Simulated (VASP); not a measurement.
# InP (I4/mmm) in VASP: further runs

Runs on InP. Level: LDA. Tasks: single point.

All numbers are computed with VASP 6.6.1; they aren't measurements. Logs are shortened: lines on timing, memory, paths and dates and some standing lists are left out, and cuts for length are marked.

## Step 1: The cell of the first run

It takes space group I4/mmm (No. 139, tetragonal). The conventional cell has a = 4.038 Å, b = 4.038 Å, c = 5.767 Å, α = 90.00°, β = 90.00°, γ = 90.00°. In (site symmetry 4/mmm) has 6 P at 2.85 to 2.88 Å within 3.8 Å. P (site symmetry 4/mmm) has 6 In at 2.85 to 2.88 Å within 3.8 Å.

## Step 2: Single point, LDA (zz strain of +1 %)

File INCAR:

```
PREC = Accurate
ENCUT = 520
EDIFF = 1E-6
ISMEAR = -1
SIGMA = 0.05
LREAL = F
LASPH = T
NELM = 60
ALGO = Normal
ISIF = 2
LWAVE = F
LCHARG = F
NBANDS = 16
```

File KPOINTS:

```
regular mesh
0
Gamma
  11 11 11
```

File POSCAR:

```
InP
1.0
    0.0000000000      2.8550000000      2.8835500000
    2.8550000000      0.0000000000      2.8835500000
    2.8550000000      2.8550000000      0.0000000000
In P
1 1
Direct
    0.0000000000      0.0000000000      0.0000000000
    0.5000000000      0.5000000000      0.5000000000
```

Potentials or basis: VASP PAW LDA potentials, release 64 (In_d, P).

Command:

```bash
> cat potpaw_LDA.64/In_d/POTCAR potpaw_LDA.64/P/POTCAR > POTCAR
> mpirun -np 1 vasp_std > vasp.out
```

OUTCAR:

```text
PREC = Accurate
   ENCUT = 520
   EDIFF = 1E-6
   ISMEAR = -1
   LREAL = F
   LASPH = T
   NELM = 60
   ISIF = 2

 ion  position               nearest neighbor table
   1  0.000  0.000  0.000-   2 2.85   2 2.85   2 2.85   2 2.85   2 2.88   2 2.88
   2  0.500  0.500  0.500-   1 2.85   1 2.85   1 2.85   1 2.85   1 2.88   1 2.88

  LATTYP: Found a body centered tetragonal cell.
 ALAT       =     4.0375797206
 C/A-ratio  =     1.4283556980

  Lattice vectors:

 A1 = (  -2.8550000000,   0.0000000000,   2.8835500000)
 A2 = (   2.8550000000,   0.0000000000,   2.8835500000)
 A3 = (   0.0000000000,   2.8550000000,  -2.8835500000)

Analysis of symmetry for initial positions (statically):
=====================================================================
 Subroutine PRICEL returns:
 Original cell was already a primitive cell.

 Routine SETGRP: Setting up the symmetry group for a
 body centered tetragonal supercell.

 Subroutine GETGRP returns: Found 16 space group operations
 (whereof 16 operations were pure point group operations)
 out of a pool of 16 trial point group operations.

The static configuration has the point symmetry D_4h.

Analysis of symmetry for dynamics (positions and initial velocities):
=====================================================================
 Subroutine PRICEL returns:
 Original cell was already a primitive cell.

 Routine SETGRP: Setting up the symmetry group for a
 body centered tetragonal supercell.

 Subroutine GETGRP returns: Found 16 space group operations
 (whereof 16 operations were pure point group operations)
 out of a pool of 16 trial point group operations.

The dynamic configuration has the point symmetry D_4h.

 Subroutine INISYM returns: Found 16 space group operations
 (whereof 16 operations are pure point group operations),
 and found     1 'primitive' translations

----------------------------------------------------------------------------------------

                                     Primitive cell

  volume of cell :      47.0078

  direct lattice vectors                    reciprocal lattice vectors
     0.000000000  2.855000000  2.883550000    -0.175131349  0.175131349  0.173397375
     2.855000000  0.000000000  2.883550000     0.175131349 -0.175131349  0.173397375
     2.855000000  2.855000000  0.000000000     0.175131349  0.175131349 -0.173397375

  length of vectors
     4.057817838  4.057817838  4.037579721     0.302338598  0.302338598  0.302338598

  position of ions in fractional coordinates (direct lattice)
     0.000000000  0.000000000  0.000000000
     0.500000000  0.500000000  0.500000000

  ion indices of the primitive-cell ions
   primitive index   ion index
                 1           1
                 2           2

----------------------------------------------------------------------------------------

 KPOINTS: regular mesh

Automatic generation of k-mesh.
 Grid dimensions read from file:
 generate k-points for:   11   11   11

 Generating k-lattice:

  Cartesian coordinates                     Fractional coordinates (reciprocal lattice)
    -0.015921032  0.015921032  0.015763398     0.090909091  0.000000000  0.000000000
     0.015921032 -0.015921032  0.015763398     0.000000000  0.090909091  0.000000000
     0.015921032  0.015921032 -0.015763398    -0.000000000 -0.000000000  0.090909091

  Length of vectors
     0.027485327  0.027485327  0.027485327

  Shift w.r.t. Gamma in fractional coordinates (k-lattice)
     0.000000000  0.000000000  0.000000000

 Subroutine IBZKPT returns following result:
 ===========================================

 Found    126 irreducible k-points:

 Following reciprocal coordinates:
            Coordinates               Weight
  0.000000  0.000000  0.000000      1.000000
  0.090909  0.000000  0.000000      8.000000
  0.181818  0.000000  0.000000      8.000000
  0.272727  0.000000  0.000000      8.000000
  0.363636  0.000000  0.000000      8.000000
  0.454545  0.000000  0.000000      8.000000
[... 16 lines left out ...]
 -0.272727  0.181818  0.000000      8.000000
 -0.181818  0.181818  0.000000      4.000000
 [... further k-points ...]
   k-points           NKPTS =    126   k-points in BZ     NKDIM =    126   number of bands    NBANDS=     16
   number of dos      NEDOS =    301   number of ions     NIONS =      2
   total plane-waves  NPLWV =  27000
   dimension x,y,z NGX =    30 NGY =   30 NGZ =   30
   dimension x,y,z NGXF=    60 NGYF=   60 NGZF=   60
   ions per type =               1   1
   NGX,Y,Z   is equivalent  to a cutoff of  12.29, 12.29, 12.35 a.u.
   NGXF,Y,Z  is equivalent  to a cutoff of  24.58, 24.58, 24.70 a.u.
 SYSTEM =  unknown system
   PREC   = accura    normal or accurate (medium, high low for compatibility)
   ISTART =      0    job   : 0-new  1-cont  2-samecut
   ICHARG =      2    charge: 1-file 2-atom 10-const
   ISPIN  =      1    spin polarized calculation?
   LNONCOLLINEAR =      F non collinear calculations
   LSORBIT =      F    spin-orbit coupling
   LASPH  =      T    aspherical Exc in radial PAW
   ENCUT  =  520.0 eV  38.22 Ry    6.18 a.u.   7.54  7.54  7.51*2*pi/ulx,y,z
   NELM   =     60;   NELMIN=  2; NELMDL= -5     # of ELM steps
   EDIFF  = 0.1E-05   stopping-criterion for ELM
   LREAL  =      F    real-space projection
   EDIFFG = 0.1E-04   stopping-criterion for IOM
   NSW    =      0    number of steps for IOM
   IBRION =     -1    ionic relax: 0-MD 1-quasi-New 2-CG
   NFREE  =      0    steps in history (QN), initial steepest desc. (CG)
   ISIF   =      2    stress and relaxation
   ISYM   =      2    0-nonsym 1-usesym 2-fastsym
   POTIM  = 0.5000    time-step for ionic-motion
   TEBEG  =    0.0;   TEEND  =   0.0 temperature during run
   PSTRESS=    0.0 pullay stress
   NELECT =      18.0000    total number of electrons
   NUPDOWN=      -1.0000    fix difference up-down
   EMIN   =  10.00;   EMAX   =-10.00  energy-range for DOS
   EFERMI =   0.00;   METHOD = LEGACY
   ISMEAR =    -1;   SIGMA  =   0.05  broadening in eV -4-tet -1-fermi 0-gaus
   EFERMI_NEDOS =   21; number of points for ismear=-14 and -15
   IALGO  =     38    algorithm
   IMIX   =      4    mixing-type and parameters
     AMIX     =   0.40;   BMIX     =  1.00
     AMIX_MAG =   1.60;   BMIX_MAG =  1.00
  volume/ion in A,a.u.               =      23.50       158.61
  Fermi-wavevector in a.u.,A,eV,Ry     =   1.188801  2.246508 19.228398  1.413247
  Thomas-Fermi vector in A             =   2.324922
   LORBIT       =      0    0 simple, 1 ext, 2 COOP (PROOUT), +10 PAW based schemes
   GGA     = CA    functional components
   LHFCALC =     F    Hartree Fock is set to
   AEXX    =    0.0000 exact exchange contribution
   IVDW    =     0    specifies the selected vdW correction
   LEPSILON=     F    determine dielectric tensor
   LRPA    =     F    only Hartree local field effects (RPA)
 non-spin polarized calculation
  energy-cutoff  :      520.00
  volume of cell :       47.01
 maximum number of plane-waves:      1289
 NGX is ok and might be reduce to    30
   NGX = 15   NGY = 15   NGZ = 15

 number of electron      17.9999996 magnetization

 Free energy of the ion-electron system (eV)
  ---------------------------------------------------
  ext. energy  EPLUGINS =         0.00000000
  ---------------------------------------------------
  free energy    TOTEN  =        -9.06259027 eV

  energy without entropy =       -9.05457117  energy(sigma->0) =       -9.05858072

 E-fermi :   5.6307     XC(G=0): -10.1847

 val. band max:        5.6045273902   @ k =  -0.4545  -0.0000   0.0909
 cond. band min:       5.6397694509   @ k =  -0.4545   0.0909   0.0000
 fundamental gap:      0.0352420607
 Fermi energy:         5.6306931686

 k-point     1 :       0.0000    0.0000    0.0000
  band No.  band energies     occupation
      1      -8.3892      2.00000
      2      -8.3891      2.00000
      3      -8.3729      2.00000
      4      -8.3696      2.00000
      5      -8.3696      2.00000
      6      -5.6457      2.00000
[... 8 lines left out ...]
     15      13.4392      0.00000
     16      13.4392      0.00000

 k-point     2 :       0.0909    0.0000    0.0000
  band No.  band energies     occupation
      1      -8.3918      2.00000
      2      -8.3914      2.00000
      3      -8.3712      2.00000
      4      -8.3673      2.00000
      5      -8.3659      2.00000
      6      -5.5541      2.00000
[... 8 lines left out ...]
     15      13.1955      0.00000
     16      13.5142      0.00000

 k-point     3 :       0.1818    0.0000    0.0000
  band No.  band energies     occupation
      1      -8.4006      2.00000
      2      -8.3997      2.00000
      3      -8.3709      2.00000
      4      -8.3555      2.00000
      5      -8.3543      2.00000
      6      -5.2852      2.00000
[... 8 lines left out ...]
     15      13.6264      0.00000
     16      13.6418      0.00000

 k-point     4 :       0.2727    0.0000    0.0000
  band No.  band energies     occupation
      1      -8.4130      2.00000
      2      -8.4115      2.00000
      3      -8.3717      2.00000
      4      -8.3381      2.00000
      5      -8.3381      2.00000
      6      -4.8621      2.00000
[... 8 lines left out ...]
     15      14.4493      0.00000
     16      14.4566      0.00000
[... 324 lines left out ...]
 k-point    22 :      -0.3636    0.1818    0.0000
  band No.  band energies     occupation
      1      -8.4570      2.00000
      2      -8.4195      2.00000
      3      -8.3604      2.00000
      4      -8.3282      2.00000
      5      -8.3175      2.00000
      6      -3.7508      2.00000
[... 8 lines left out ...]
     15      15.3708      0.00000
     16      16.6285      0.00000

 k-point    23 :      -0.2727    0.1818    0.0000
  band No.  band energies     occupation
      1      -8.4364      2.00000
      2      -8.4204      2.00000
      3      -8.3628      2.00000
      4      -8.3310      2.00000
      5      -8.3292      2.00000
      6      -4.2134      2.00000
[... 8 lines left out ...]
     15      15.2612      0.00000
     16      17.5249      0.00000

 k-point    24 :      -0.1818    0.1818    0.0000
  band No.  band energies     occupation
      1      -8.4166      2.00000
      2      -8.4161      2.00000
      3      -8.3677      2.00000
      4      -8.3439      2.00000
      5      -8.3335      2.00000
      6      -4.7001      2.00000
[... 8 lines left out ...]
     15      15.0230      0.00000
     16      16.3614      0.00000

 [... further k-points ...]
[... 5 lines left out ...]
  --------------------------------------------------------------------------------------
  -------------------------------------------------------------------------------------
  Total       -2.8723528     -2.8723528     -3.0569674      0.0000000      0.0000000     -0.0000000
  in kB      -97.8990914    -97.8990914   -104.1913559      0.0000000      0.0000000     -0.0000000
  external PRESSURE =     -99.9965129 kB  Pullay stress =       0.0000000 kB

 VOLUME and BASIS-vectors are now :
 -----------------------------------------------------------------------------
  energy-cutoff  :      520.00
  volume of cell :       47.01
      direct lattice vectors                 reciprocal lattice vectors
     0.000000000  2.855000000  2.883550000    -0.175131349  0.175131349  0.173397375
     2.855000000  0.000000000  2.883550000     0.175131349 -0.175131349  0.173397375
     2.855000000  2.855000000  0.000000000     0.175131349  0.175131349 -0.173397375

 POSITION                                       TOTAL-FORCE (eV/Angst)
 -----------------------------------------------------------------------------------
      0.00000      0.00000      0.00000         0.000000     -0.000000      0.000000
      2.85500      2.85500      2.88355        -0.000000      0.000000      0.000000
 -----------------------------------------------------------------------------------
    total drift:                               -0.000000      0.000000      0.000000

  FREE ENERGIE OF THE ION-ELECTRON SYSTEM (eV)
  ---------------------------------------------------
  free  energy   TOTEN  =        -9.0625902706 eV

  energy  without entropy=       -9.0545711685  energy(sigma->0) =       -9.05858072
```

Wall time 1.8 min (1 thread of Intel Xeon 8259CL, shared host); peak memory 0.22 GiB.

What came out:

- Free energy: -9.0626 eV
- Pressure: -10.0 GPa
- Band gap on the k mesh: zero (bands 9 and 10 overlap by 2.29 eV)

Stress tensor (GPa, compression positive):
```
 -9.79   0.00   0.00
  0.00  -9.79   0.00
  0.00   0.00 -10.42
```

Caveat: the cell differs from its parent crystal (zz strain of +1 %); the cell stands under tension; spin-orbit coupling is left out, which moves the levels of the heavy elements.

[end of part 1 of 2]
